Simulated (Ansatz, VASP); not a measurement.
# One calculation of MgO, two programs

The input INCAR:

```
SYSTEM = MgO
PREC = Accurate ; ENCUT = 520
EDIFF = 1E-6 ; ISMEAR = 0
SIGMA = 0.05 ; LREAL = .FALSE.
LASPH = .TRUE. ; NELM = 100
ALGO = Normal ; ISIF = 2
LWAVE = .FALSE. ; LCHARG = .TRUE.
GGA = PS ; LELF = .TRUE.
LVHAR = .TRUE. ; NBANDS = 16
```

File KPOINTS:

```
regular mesh
0
G
  8 8 6
  0 0 0
```

The input POSCAR:

```
MgO
1.0
    0.0000000000     -2.1071057202     -2.1071057202
    0.0000000000      2.1071057202     -2.1071057202
    4.2142114403      0.0000000000      0.0000000000
Mg O
2 2
Direct
    0.4992023415      0.5144743718      0.5009357255
    0.0007976585     -0.0144743718     -0.0009357255
    0.4831077934      0.4963838085      0.0079081982
    0.0168922066      0.0036161915      0.4920918018
```

Input for Ansatz:

```yaml
crystal:
  lattice:
    - [0.0, -2.1071057202, -2.1071057202]
    - [0.0, 2.1071057202, -2.1071057202]
    - [4.2142114403, 0.0, 0.0]
  atoms:
    - { symbol: Mg, position: [0.4992023415, 0.5144743718, 0.5009357255] }
    - { symbol: Mg, position: [0.0007976585, -0.0144743718, -0.0009357255] }
    - { symbol: O, position: [0.4831077934, 0.4963838085, 0.0079081982] }
    - { symbol: O, position: [0.0168922066, 0.0036161915, 0.4920918018] }
basis:
  ecutwfc: 420
kpoints:
  mp_grid: { grid: [8, 8, 6] }
hamiltonian:
  xc: pbesol
scf:
  occupations: { method: gaussian, width: 0.05 }
output:
  forces: true
  stress: true
  eigenvalues: true
  write_density: true
  write_potential: true
  elf: true
  volumetric_format: npy
```

Alike in both runs: task single point; functional PBEsol; k mesh 8 × 8 × 6; occupations gaussian, width 0.05 eV; no spin polarisation.

|  | VASP | Ansatz |
| --- | --- | --- |
| version | VASP 6.6.1 | Ansatz 0.2.0 |
| potentials or method | VASP PAW PBE potentials, release 64 (Mg, O), cutoff 520 eV | scalar-relativistic, plane waves, PAW |
| valence electrons in the cell | 16 | 32 |

|  | VASP | Ansatz | Ansatz less VASP |
| --- | --- | --- | --- |
| gap on the k mesh at the Fermi level (eV) | 4.58 | 4.58 | 0.000 |
| least direct gap on the mesh (eV) | 4.58 | 4.58 | 0.000 |
| pressure (GPa) | 0.0 | 0.5 | +0.52 |
| traceless stress, the component that is largest in VASP (GPa) | 0.66 | 0.65 | -0.012 |
| rms of the force components (eV/Å) | 0.358 | 0.354 | -0.0040 |

VASP's potentials were made for PBE, not for PBEsol. Atom by atom the forces differ by 0.004 eV/Å (rms over components). The functional is the same, so the differences come from potentials, cutoffs and numerics. VASP's potentials hold 16 valence electrons a cell and Ansatz's 32, so a difference there can come from the potentials and not from the codes.
